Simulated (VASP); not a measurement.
# KI in VASP: further runs

The runs below take KI through single point, with PBE.

Program: VASP 6.6.1. These are calculated values, not measurements. Logs are shortened: lines on timing, memory, paths and dates and some standing lists are left out, and cuts for length are marked.

### Step 1. The cell of the first run

Symmetry: I4/mmm, No. 139, tetragonal system. The conventional cell has a = 4.984 Å, b = 4.984 Å, c = 7.331 Å, α = 90.00°, β = 90.00°, γ = 90.00°. K (site symmetry 4/mmm) has 6 I at 3.52 to 3.67 Å within 4.6 Å. Within 4.6 Å of I (site symmetry 4/mmm) lie 6 K at 3.52 to 3.67 Å.

### Step 2. Single point, PBE (strain +0.000 along x and y, +0.040 along z)

Contents of INCAR:

```
SYSTEM = KI
PREC     = Accurate       ! precision mode
ENCUT    = 520            ! plane-wave cutoff, eV
EDIFF    = 1E-6           ! SCF threshold, eV
ISMEAR   = 0              ! smearing method
SIGMA    = 0.05           ! smearing width, eV
LREAL    = .FALSE.        ! projectors in reciprocal space
LASPH    = .TRUE.         ! aspherical terms in the spheres
NELM     = 60             ! most SCF steps
ALGO     = Normal         ! electronic algorithm
ISIF     = 2              ! what is computed and relaxed
LWAVE    = .FALSE.        ! write WAVECAR
LCHARG   = .TRUE.         ! write CHGCAR
GGA      = PE             ! functional
LELF     = .TRUE.         ! ELF
LVHAR    = .TRUE.       
NBANDS   = 15             ! bands
```

Contents of KPOINTS:

```
Automatic mesh
0
G
  6 6 6
  0 0 0
```

Contents of POSCAR:

```
KI
1.0
    0.0000000000      3.5245500000      3.6655320000
    3.5245500000      0.0000000000      3.6655320000
    3.5245500000      3.5245500000      0.0000000000
K I
1 1
Direct
    0.0000000000      0.0000000000      0.0000000000
    0.5000000000      0.5000000000      0.5000000000
```

Potentials or basis: VASP PAW PBE potentials, release 64 (K_sv, I).

Run with:

```sh
cat potpaw_PBE.64/K_sv/POTCAR potpaw_PBE.64/I/POTCAR > POTCAR
mpirun -np 1 vasp_std > vasp.out
```

OUTCAR:

```text
SYSTEM = KI
   PREC = Accurate
   ENCUT = 520
   EDIFF = 1E-6
   ISMEAR = 0
   LREAL = .FALSE.
   LASPH = .TRUE.
   NELM = 60
   ISIF = 2
   GGA = PE

 ion  position               nearest neighbor table
   1  0.000  0.000  0.000-   2 3.52   2 3.52   2 3.52   2 3.52   2 3.67   2 3.67
   2  0.500  0.500  0.500-   1 3.52   1 3.52   1 3.52   1 3.52   1 3.67   1 3.67

  LATTYP: Found a body centered tetragonal cell.
 ALAT       =     4.9844664113
 C/A-ratio  =     1.4707821049

  Lattice vectors:

 A1 = (  -3.5245500000,   0.0000000000,   3.6655320000)
 A2 = (   3.5245500000,   0.0000000000,   3.6655320000)
 A3 = (   0.0000000000,   3.5245500000,  -3.6655320000)

Analysis of symmetry for initial positions (statically):
=====================================================================
 Subroutine PRICEL returns:
 Original cell was already a primitive cell.

 Routine SETGRP: Setting up the symmetry group for a
 body centered tetragonal supercell.

 Subroutine GETGRP returns: Found 16 space group operations
 (whereof 16 operations were pure point group operations)
 out of a pool of 16 trial point group operations.

The static configuration has the point symmetry D_4h.

Analysis of symmetry for dynamics (positions and initial velocities):
=====================================================================
 Subroutine PRICEL returns:
 Original cell was already a primitive cell.

 Routine SETGRP: Setting up the symmetry group for a
 body centered tetragonal supercell.

 Subroutine GETGRP returns: Found 16 space group operations
 (whereof 16 operations were pure point group operations)
 out of a pool of 16 trial point group operations.

The dynamic configuration has the point symmetry D_4h.

 Subroutine INISYM returns: Found 16 space group operations
 (whereof 16 operations are pure point group operations),
 and found     1 'primitive' translations

----------------------------------------------------------------------------------------

                                     Primitive cell

  volume of cell :      91.0698

  direct lattice vectors                    reciprocal lattice vectors
     0.000000000  3.524550000  3.665532000    -0.141862082  0.141862082  0.136405848
     3.524550000  0.000000000  3.665532000     0.141862082 -0.141862082  0.136405848
     3.524550000  3.524550000  0.000000000     0.141862082  0.141862082 -0.136405848

  length of vectors
     5.085132992  5.085132992  4.984466411     0.242603083  0.242603083  0.242603083

  position of ions in fractional coordinates (direct lattice)
     0.000000000  0.000000000  0.000000000
     0.500000000  0.500000000  0.500000000

[... 84 lines left out ...]
   POTIM  = 0.5000    time-step for ionic-motion
   TEBEG  =    0.0;   TEEND  =   0.0 temperature during run
   PSTRESS=    0.0 pullay stress
   NELECT =      16.0000    total number of electrons
   NUPDOWN=      -1.0000    fix difference up-down
   EMIN   =  10.00;   EMAX   =-10.00  energy-range for DOS
   EFERMI =   0.00;   METHOD = LEGACY
   ISMEAR =     0;   SIGMA  =   0.05  broadening in eV -4-tet -1-fermi 0-gaus
   EFERMI_NEDOS =   21; number of points for ismear=-14 and -15
   IALGO  =     38    algorithm
   IMIX   =      4    mixing-type and parameters
     AMIX     =   0.40;   BMIX     =  1.00
     AMIX_MAG =   1.60;   BMIX_MAG =  1.00
  volume/ion in A,a.u.               =      45.53       307.28
  Fermi-wavevector in a.u.,A,eV,Ry     =   0.916903  1.732695 11.438568  0.840711
  Thomas-Fermi vector in A             =   2.041811
   LORBIT       =      0    0 simple, 1 ext, 2 COOP (PROOUT), +10 PAW based schemes
   GGA     = PE    functional components
   LHFCALC =     F    Hartree Fock is set to
   AEXX    =    0.0000 exact exchange contribution
   IVDW    =     0    specifies the selected vdW correction
   LEPSILON=     F    determine dielectric tensor
   LRPA    =     F    only Hartree local field effects (RPA)
 non-spin polarized calculation
 Gauss-broadening in eV      SIGMA  =   0.05
  energy-cutoff  :      520.00
  volume of cell :       91.07
 maximum number of plane-waves:      2473
 NGX is ok and might be reduce to    40
   NGX = 19   NGY = 19   NGZ = 19

 number of electron      16.0000000 magnetization

 Free energy of the ion-electron system (eV)
  ---------------------------------------------------
  ext. energy  EPLUGINS =         0.00000000
  ---------------------------------------------------
  free energy    TOTEN  =        -5.55769601 eV

  energy without entropy =       -5.55769601  energy(sigma->0) =       -5.55769601

 E-fermi :  -0.3021     XC(G=0):  -7.0507

 val. band max:       -0.5773535903   @ k =   0.0000   0.0000   0.0000
 cond. band min:       3.3083644479   @ k =   0.0000   0.0000   0.0000
 fundamental gap:      3.8857180382
 Fermi energy:        -0.3020962451

 k-point     1 :       0.0000    0.0000    0.0000
  band No.  band energies     occupation
      1     -29.1362      2.00000
      2     -12.6222      2.00000
      3     -12.6199      2.00000
      4     -12.6199      2.00000
      5     -11.0363      2.00000
      6      -0.5827      2.00000
      7      -0.5774      2.00000
      8      -0.5774      2.00000
      9       3.3084      0.00000
     10       5.7802      0.00000
     11       6.0080      0.00000
     12       6.0080      0.00000
     13       6.5577      0.00000
     14       6.6979      0.00000
[... 401 lines left out ...]
      2     -12.6742      2.00000
      3     -12.6421      2.00000
      4     -12.6345      2.00000
      5     -10.8735      2.00000
      6      -1.4942      2.00000
      7      -1.0781      2.00000
      8      -0.9297      2.00000
      9       4.7735      0.00000
     10       5.5496      0.00000
     11       7.0674      0.00000
     12       7.5946      0.00000
     13       8.2402      0.00000
     14       8.6520      0.00000
     15       9.1813      0.00000

 [... further k-points ...]
[... 5 lines left out ...]
  --------------------------------------------------------------------------------------
  -------------------------------------------------------------------------------------
  Total        0.3071876      0.3071876     -0.1590956      0.0000000      0.0000000     -0.0000000
  in kB        5.4043064      5.4043064     -2.7989457      0.0000000      0.0000000     -0.0000000
  external PRESSURE =       2.6698890 kB  Pullay stress =       0.0000000 kB

 VOLUME and BASIS-vectors are now :
 -----------------------------------------------------------------------------
  energy-cutoff  :      520.00
  volume of cell :       91.07
      direct lattice vectors                 reciprocal lattice vectors
     0.000000000  3.524550000  3.665532000    -0.141862082  0.141862082  0.136405848
     3.524550000  0.000000000  3.665532000     0.141862082 -0.141862082  0.136405848
     3.524550000  3.524550000  0.000000000     0.141862082  0.141862082 -0.136405848

 POSITION                                       TOTAL-FORCE (eV/Angst)
 -----------------------------------------------------------------------------------
      0.00000      0.00000      0.00000        -0.000000      0.000000     -0.000000
      3.52455      3.52455      3.66553         0.000000     -0.000000      0.000000
 -----------------------------------------------------------------------------------
    total drift:                                0.000000     -0.000000     -0.000000

  FREE ENERGIE OF THE ION-ELECTRON SYSTEM (eV)
  ---------------------------------------------------
  free  energy   TOTEN  =        -5.5576960085 eV

  energy  without entropy=       -5.5576960085  energy(sigma->0) =       -5.55769601
```

stdout:

```text
POSCAR found type information on POSCAR K I
 POSCAR found :  2 types and       2 ions
 scaLAPACK will be used
 LDA part: xc-table for (Slater+PW92), standard interpolation
 POSCAR, INCAR and KPOINTS ok, starting setup
 FFT: planning ... GRIDC
 FFT: planning ... GRID_SOFT
 FFT: planning ... GRID
 WAVECAR not read
 entering main loop
```

Wall time 29 s (1 thread of Intel Xeon Platinum 8488C (Sapphire Rapids), shared host); peak memory 0.25 GiB.

What came out:

```yaml
Free_energy: -5.5577 eV
Pressure: 0.3 GPa
Band_gap_on_the_k_mesh: 3.89 eV, direct
```

Stress tensor (GPa, compression positive):
```
 0.54  0.00  0.00
 0.00  0.54  0.00
 0.00  0.00 -0.28
```

Levels at points of the mesh, in eV from the valence-band top:
| k point | band 5 | band 6 | band 7 | band 8 | band 9 | band 10 | band 11 | band 12 |
| --- | --- | --- | --- | --- | --- | --- | --- | --- |
| (0.00, 0.00, 0.00) | -10.46 | -0.01 | 0.00 | 0.00 | 3.89 | 6.36 | 6.59 | 6.59 |
| (0.50, 0.00, 0.00) | -10.22 | -1.25 | -0.32 | -0.31 | 5.48 | 7.60 | 7.94 | 8.23 |
| (0.50, 0.50, 0.00) | -10.34 | -0.97 | -0.31 | -0.31 | 5.00 | 5.69 | 8.00 | 8.52 |
| (0.50, 0.00, 0.50) | -10.32 | -0.94 | -0.39 | -0.34 | 4.98 | 5.70 | 8.09 | 8.63 |

Caveat: the cell differs from its parent crystal (strain +0.000 along x and y, +0.040 along z); spin-orbit coupling is left out, which moves the levels of the heavy elements.

[end of part 1 of 2]
